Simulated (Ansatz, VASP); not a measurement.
## Two plane-wave programs on C

```
C
1.0
    -2.50984    0.00000    0.00000
    -1.25492   -2.17358    0.00000
     0.00000    0.00000   17.56065
C
16
Cartesian
  0.0000 0.0000 11.1199
  0.0000 0.0000 2.8396
  -1.2549 -2.1736 15.2601
  -1.2549 -2.1736 6.9798
  0.0000 0.0000 13.7210
  0.0000 0.0000 5.4407
  -1.2549 -2.1736 1.3006
  -1.2549 -2.1736 9.5809
  -1.2549 -0.7245 11.6380
  -1.2549 -0.7245 3.3576
  -2.5098 -1.4491 15.7781
  -2.5098 -1.4491 7.4978
  -1.2549 -0.7245 13.2030
  -1.2549 -0.7245 4.9227
  -2.5098 -1.4491 0.7825
  -2.5098 -1.4491 9.0628
```

Alike in both runs: task single point; functional r2SCAN; k mesh 10 × 10 × 2; occupations gaussian, width 0.05 eV; no spin polarisation.

|  | VASP | Ansatz |
| --- | --- | --- |
| version | VASP 6.6.1 | Ansatz 0.2.0 |
| potentials or method | VASP PAW PBE potentials, release 64 (C), cutoff 520 eV | scalar-relativistic, plane waves, PAW |
| valence electrons in the cell | 64 | 64 |

Ansatz gave:

- gap on the k mesh at the Fermi level (eV): 1.56
- least direct gap on the mesh (eV): 2.31
- pressure (GPa): -5.4
- traceless stress, the component that is largest in VASP (GPa): -9.97
- rms of the force components (eV/Å): 0.759

Question: Estimate VASP's values.

Answer: gap on the k mesh at the Fermi level (eV): 1.54; least direct gap on the mesh (eV): 2.29; pressure (GPa): -4.4; traceless stress, the component that is largest in VASP (GPa): -10.07; rms of the force components (eV/Å): 0.756.

VASP's potentials were made for PBE, not for r2SCAN. Atom by atom the forces differ by 0.015 eV/Å (rms over components). With one functional, cell and mesh, what is left measures potentials, basis and numerics.
